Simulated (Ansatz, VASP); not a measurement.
## Mn in VASP and in Ansatz

```
Mn
1.0
    -1.95970    1.95970    1.95970
     1.95970   -1.95970    1.95970
     1.95970    1.95970   -1.95970
Mn
1
Direct
  0.00000 0.00000 0.00000
```

Alike in both runs: functional PBE; dispersion D3(BJ); k mesh 16 × 16 × 16; occupations gaussian, width 0.1 eV; collinear spin.

Ansatz relaxed the structure, and its values are those at the end. VASP's run is a single point on that final structure, the one shown.

|  | VASP | Ansatz |
| --- | --- | --- |
| version | VASP 6.6.1 | Ansatz 0.2.0 |
| potentials or method | VASP PAW PBE potentials, release 64 (Mn_pv), cutoff 520 eV | scalar-relativistic, plane waves, PAW |
| valence electrons in the cell | 13 | 15 |

```tsv
	VASP	Ansatz	Ansatz less VASP
gap on the k mesh at the Fermi level (eV)	none	none	-
pressure (GPa)	0.0	0.0	-0.03
net moment per atom (μB)	4.45	4.46	+0.005
size of the moment on the site where the two differ most (μB)	4.23	4.43	+0.202
```

Site moments also hang on the region over which each program counts them. A gap of «none» marks a metal or a gap that the smearing closes. VASP's potentials hold 13 valence electrons a cell and Ansatz's 15, so a difference there can come from the potentials and not from the codes. Ansatz's warnings: dispersion switch in reach, relaxed geometry near dispersion switch.
